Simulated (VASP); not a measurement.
# Sc (Im-3m) in VASP: further runs

The runs below take Sc through single point, with PBE.

All numbers are computed with VASP 6.6.1; they aren't measurements. Logs are shortened: lines on timing, memory, paths and dates and some standing lists are left out, and cuts for length are marked.

## Step 1: The cell of the first run

It takes space group Im-3m (No. 229, cubic). Conventional cell: a = 3.823 Å, b = 3.823 Å, c = 3.823 Å, α = 90.00°, β = 90.00°, γ = 90.00°. Sc (site symmetry m-3m) has 14 Sc at 3.31 to 3.82 Å within 4.4 Å.

## Step 2: Single point, PBE (volume scaled by 1.12)

INCAR reads:

```
PREC     = Accurate       # precision mode
ENCUT    = 520            # plane-wave cutoff, eV
EDIFF    = 1E-6           # SCF threshold, eV
ISMEAR   = -1             # smearing method
SIGMA    = 0.1            # smearing width, eV
LREAL    = False          # projectors in reciprocal space
LASPH    = True           # aspherical terms in the spheres
NELM     = 80             # most SCF steps
ALGO     = Normal         # electronic algorithm
ISIF     = 2              # what is computed and relaxed
LWAVE    = False          # write WAVECAR
LCHARG   = True           # write CHGCAR
GGA      = PE             # functional
LELF     = True           # ELF
LVHAR    = True         
NBANDS   = 12             # bands
```

KPOINTS reads:

```
Automatic mesh
0
Gamma
  14 14 14
```

POSCAR reads:

```
Sc
1.0
   -1.9113786657      1.9113786657      1.9113786657
    1.9113786657     -1.9113786657      1.9113786657
    1.9113786657      1.9113786657     -1.9113786657
Sc
1
Direct
    0.0000000000      0.0000000000      0.0000000000
```

Potentials or basis: VASP PAW PBE potentials, release 64 (Sc_sv).

Started as:

```bash
cat potpaw_PBE.64/Sc_sv/POTCAR > POTCAR
mpirun -np 1 vasp_std > vasp.out
```

OUTCAR:

```text
PREC = Accurate
   ENCUT = 520
   EDIFF = 1E-6
   ISMEAR = -1
   LREAL = False
   LASPH = True
   NELM = 80
   ISIF = 2
   GGA = PE

 ion  position               nearest neighbor table
   1  0.000  0.000  0.000-

  LATTYP: Found a body centered cubic cell.
 ALAT       =     3.8227573314

  Lattice vectors:

 A1 = (  -1.9113786657,   1.9113786657,   1.9113786657)
 A2 = (   1.9113786657,  -1.9113786657,   1.9113786657)
 A3 = (   1.9113786657,   1.9113786657,  -1.9113786657)

Analysis of symmetry for initial positions (statically):
=====================================================================
 Subroutine PRICEL returns:
 Original cell was already a primitive cell.

 Routine SETGRP: Setting up the symmetry group for a
 body centered cubic supercell.

 Subroutine GETGRP returns: Found 48 space group operations
 (whereof 48 operations were pure point group operations)
 out of a pool of 48 trial point group operations.

The static configuration has the point symmetry O_h .

Analysis of symmetry for dynamics (positions and initial velocities):
=====================================================================
 Subroutine PRICEL returns:
 Original cell was already a primitive cell.

 Routine SETGRP: Setting up the symmetry group for a
 body centered cubic supercell.

 Subroutine GETGRP returns: Found 48 space group operations
 (whereof 48 operations were pure point group operations)
 out of a pool of 48 trial point group operations.

The dynamic configuration has the point symmetry O_h .

 Subroutine INISYM returns: Found 48 space group operations
 (whereof 48 operations are pure point group operations),
 and found     1 'primitive' translations

----------------------------------------------------------------------------------------

                                     Primitive cell

  volume of cell :      27.9319

  direct lattice vectors                    reciprocal lattice vectors
    -1.911378666  1.911378666  1.911378666     0.000000000  0.261591284  0.261591284
     1.911378666 -1.911378666  1.911378666     0.261591284  0.000000000  0.261591284
     1.911378666  1.911378666 -1.911378666     0.261591284  0.261591284  0.000000000

  length of vectors
     3.310604961  3.310604961  3.310604961     0.369945942  0.369945942  0.369945942

  position of ions in fractional coordinates (direct lattice)
     0.000000000  0.000000000  0.000000000

  ion indices of the primitive-cell ions
   primitive index   ion index
                 1           1

----------------------------------------------------------------------------------------

 KPOINTS: Automatic mesh

Automatic generation of k-mesh.
 Grid dimensions read from file:
 generate k-points for:   14   14   14

 Generating k-lattice:

  Cartesian coordinates                     Fractional coordinates (reciprocal lattice)
     0.000000000  0.018685092  0.018685092     0.071428571  0.000000000  0.000000000
     0.018685092  0.000000000  0.018685092     0.000000000  0.071428571  0.000000000
     0.018685092  0.018685092  0.000000000     0.000000000  0.000000000  0.071428571

  Length of vectors
     0.026424710  0.026424710  0.026424710

  Shift w.r.t. Gamma in fractional coordinates (k-lattice)
     0.000000000  0.000000000  0.000000000

 Subroutine IBZKPT returns following result:
 ===========================================

 Found    104 irreducible k-points:

 Following reciprocal coordinates:
            Coordinates               Weight
  0.000000  0.000000  0.000000      1.000000
  0.071429  0.000000  0.000000     12.000000
  0.142857  0.000000  0.000000     12.000000
  0.214286  0.000000  0.000000     12.000000
  0.285714  0.000000  0.000000     12.000000
  0.357143  0.000000  0.000000     12.000000
[... 16 lines left out ...]
  0.285714  0.285714  0.000000     24.000000
  0.357143  0.285714  0.000000     24.000000
 [... further k-points ...]
   k-points           NKPTS =    104   k-points in BZ     NKDIM =    104   number of bands    NBANDS=     12
   number of dos      NEDOS =    301   number of ions     NIONS =      1
   total plane-waves  NPLWV =  21952
   dimension x,y,z NGX =    28 NGY =   28 NGZ =   28
   dimension x,y,z NGXF=    56 NGYF=   56 NGZF=   56
   ions per type =               1
   NGX,Y,Z   is equivalent  to a cutoff of  14.06, 14.06, 14.06 a.u.
   NGXF,Y,Z  is equivalent  to a cutoff of  28.12, 28.12, 28.12 a.u.
 SYSTEM =  unknown system
   PREC   = accura    normal or accurate (medium, high low for compatibility)
   ISTART =      0    job   : 0-new  1-cont  2-samecut
   ICHARG =      2    charge: 1-file 2-atom 10-const
   ISPIN  =      1    spin polarized calculation?
   LNONCOLLINEAR =      F non collinear calculations
   LSORBIT =      F    spin-orbit coupling
   LASPH  =      T    aspherical Exc in radial PAW
   ENCUT  =  520.0 eV  38.22 Ry    6.18 a.u.   6.16  6.16  6.16*2*pi/ulx,y,z
   NELM   =     80;   NELMIN=  2; NELMDL= -5     # of ELM steps
   EDIFF  = 0.1E-05   stopping-criterion for ELM
   LREAL  =      F    real-space projection
   EDIFFG = 0.1E-04   stopping-criterion for IOM
   NSW    =      0    number of steps for IOM
   IBRION =     -1    ionic relax: 0-MD 1-quasi-New 2-CG
   NFREE  =      0    steps in history (QN), initial steepest desc. (CG)
   ISIF   =      2    stress and relaxation
   ISYM   =      2    0-nonsym 1-usesym 2-fastsym
   POTIM  = 0.5000    time-step for ionic-motion
   TEBEG  =    0.0;   TEEND  =   0.0 temperature during run
   PSTRESS=    0.0 pullay stress
   NELECT =      11.0000    total number of electrons
   NUPDOWN=      -1.0000    fix difference up-down
   EMIN   =  10.00;   EMAX   =-10.00  energy-range for DOS
   EFERMI =   0.00;   METHOD = LEGACY
   ISMEAR =    -1;   SIGMA  =   0.10  broadening in eV -4-tet -1-fermi 0-gaus
   EFERMI_NEDOS =   21; number of points for ismear=-14 and -15
   IALGO  =     38    algorithm
   IMIX   =      4    mixing-type and parameters
     AMIX     =   0.40;   BMIX     =  1.00
     AMIX_MAG =   1.60;   BMIX_MAG =  1.00
  volume/ion in A,a.u.               =      27.93       188.49
  Fermi-wavevector in a.u.,A,eV,Ry     =   1.199975  2.267625 19.591585  1.439941
  Thomas-Fermi vector in A             =   2.335824
   LORBIT       =      0    0 simple, 1 ext, 2 COOP (PROOUT), +10 PAW based schemes
   GGA     = PE    functional components
   LHFCALC =     F    Hartree Fock is set to
   AEXX    =    0.0000 exact exchange contribution
   IVDW    =     0    specifies the selected vdW correction
   LEPSILON=     F    determine dielectric tensor
   LRPA    =     F    only Hartree local field effects (RPA)
 non-spin polarized calculation
  energy-cutoff  :      520.00
  volume of cell :       27.93
 maximum number of plane-waves:       767
 NGX is ok and might be reduce to    28
   NGX = 13   NGY = 13   NGZ = 13

 number of electron      11.0000000 magnetization

 Free energy of the ion-electron system (eV)
  ---------------------------------------------------
  ext. energy  EPLUGINS =         0.00000000
  ---------------------------------------------------
  free energy    TOTEN  =        -6.13832148 eV

  energy without entropy =       -6.05105415  energy(sigma->0) =       -6.09468781

 E-fermi :   3.0688     XC(G=0):  -9.3951

 val. band max:        3.0648734656   @ k =  -0.3571   0.4286   0.1429
 cond. band min:       3.0724278591   @ k =   0.3571   0.2143   0.0714
 fundamental gap:      0.0075543935
 Fermi energy:         3.0688027993

 k-point     1 :       0.0000    0.0000    0.0000
  band No.  band energies     occupation
      1     -46.8277      2.00000
      2     -25.2915      2.00000
      3     -25.2915      2.00000
      4     -25.2915      2.00000
      5      -1.8907      2.00000
      6       4.3635      0.00000
      7       4.3635      0.00000
      8       4.3635      0.00000
      9       5.5681      0.00000
     10       5.5681      0.00000
     11      16.3986      0.00000
     12      16.3986      0.00000

 k-point     2 :       0.0714    0.0000    0.0000
  band No.  band energies     occupation
      1     -46.8259      2.00000
      2     -25.3043      2.00000
      3     -25.2957      2.00000
      4     -25.2915      2.00000
      5      -1.7683      2.00000
      6       4.3071      0.00001
      7       4.3422      0.00001
      8       4.4488      0.00000
      9       5.5047      0.00000
     10       5.5716      0.00000
     11      16.0947      0.00000
     12      16.3511      0.00000

 k-point     3 :       0.1429    0.0000    0.0000
  band No.  band energies     occupation
      1     -46.8208      2.00000
      2     -25.3403      2.00000
      3     -25.3074      2.00000
      4     -25.2915      2.00000
      5      -1.4100      2.00000
      6       4.1542      0.00004
      7       4.2399      0.00002
      8       4.6974      0.00000
      9       5.3875      0.00000
     10       5.5853      0.00000
     11      15.1404      0.00000
     12      15.9969      0.00000
[... 286 lines left out ...]
 k-point    23 :       0.2857    0.2857    0.0000
  band No.  band energies     occupation
      1     -46.7880      2.00000
      2     -25.4950      2.00000
      3     -25.4270      2.00000
      4     -25.3212      2.00000
      5       2.2037      1.99965
      6       2.8872      1.72010
      7       3.2218      0.35613
      8       5.5516      0.00000
      9       5.7985      0.00000
     10       7.6343      0.00000
     11       9.3782      0.00000
     12       9.8464      0.00000

 k-point    24 :       0.3571    0.2857    0.0000
  band No.  band energies     occupation
      1     -46.7869      2.00000
      2     -25.4850      2.00000
      3     -25.4459      2.00000
      4     -25.3226      2.00000
      5       2.5375      1.99020
      6       2.8680      1.76336
      7       3.0162      1.25718
      8       5.6265      0.00000
      9       5.7809      0.00000
     10       8.2156      0.00000
     11       8.7809      0.00000
     12       9.4449      0.00000

 [... further k-points ...]
[... 5 lines left out ...]
  --------------------------------------------------------------------------------------
  -------------------------------------------------------------------------------------
  Total       -0.8576864     -0.8576864     -0.8576864      0.0000000      0.0000000     -0.0000000
  in kB      -49.1970307    -49.1970307    -49.1970307      0.0000000      0.0000000     -0.0000000
  external PRESSURE =     -49.1970307 kB  Pullay stress =       0.0000000 kB

 VOLUME and BASIS-vectors are now :
 -----------------------------------------------------------------------------
  energy-cutoff  :      520.00
  volume of cell :       27.93
      direct lattice vectors                 reciprocal lattice vectors
    -1.911378666  1.911378666  1.911378666     0.000000000  0.261591284  0.261591284
     1.911378666 -1.911378666  1.911378666     0.261591284  0.000000000  0.261591284
     1.911378666  1.911378666 -1.911378666     0.261591284  0.261591284  0.000000000

 POSITION                                       TOTAL-FORCE (eV/Angst)
 -----------------------------------------------------------------------------------
      0.00000      0.00000      0.00000        -0.000000      0.000000     -0.000000
 -----------------------------------------------------------------------------------
    total drift:                                0.000000     -0.000000     -0.000000

  FREE ENERGIE OF THE ION-ELECTRON SYSTEM (eV)
  ---------------------------------------------------
  free  energy   TOTEN  =        -6.1383214797 eV

  energy  without entropy=       -6.0510541490  energy(sigma->0) =       -6.09468781
```

It took 54 s on 1 thread of Intel Xeon Platinum 8259CL at 2.50GHz (Skylake/Cascade Lake), shared host; peak memory 0.17 GiB.

What came out:

```
Free energy : -6.1383 eV
Pressure    : -4.9 GPa
```

Caveat: the cell differs from its parent crystal (volume scaled by 1.12).

## Step 3: Single point, PBE

This run uses another cell than the first one, of 24.94 Å³/atom, 0.893 times its volume.

INCAR reads:

```
PREC = Accurate
ENCUT = 520
EDIFF = 1E-6
ISMEAR = -1
SIGMA = 0.1
LREAL = False
LASPH = True
NELM = 80
ALGO = Normal
ISIF = 2
LWAVE = False
LCHARG = False
GGA = PE
NBANDS = 12
```

KPOINTS reads:

```
Automatic mesh
0
Gamma
  20 20 20
```

POSCAR reads:

```
Sc
1.0
   -1.8405207865      1.8405207865      1.8405207865
    1.8405207865     -1.8405207865      1.8405207865
    1.8405207865      1.8405207865     -1.8405207865
Sc
1
Direct
    0.0000000000      0.0000000000      0.0000000000
```

Potentials or basis: VASP PAW PBE potentials, release 64 (Sc_sv).

Started as:

```bash
cat potpaw_PBE.64/Sc_sv/POTCAR > POTCAR
mpirun -np 1 vasp_std > vasp.out
```

Wall time 46 s (1 thread of Intel Xeon Platinum 8259CL at 2.50GHz (Skylake/Cascade Lake), shared host); peak memory 0.19 GiB.

The run converged. Its results:

```
Free energy : -6.1866 eV
Pressure    : 0.0 GPa
```

Levels at points of the mesh, in eV from the Fermi level:
```
           k point  band 2  band 3  band 4  band 5  band 6  band 7  band 8  band 9
(0.00, 0.00, 0.00)  -28.02  -28.02  -28.02   -5.21    1.45    1.45    1.45    2.83
(0.50, 0.00, 0.00)  -28.40  -28.14  -28.02   -1.76    0.29    0.43    2.80    3.13
(0.50, 0.50, 0.50)  -28.29  -28.29  -28.29   -1.19   -1.19    3.82    3.82    3.82
```
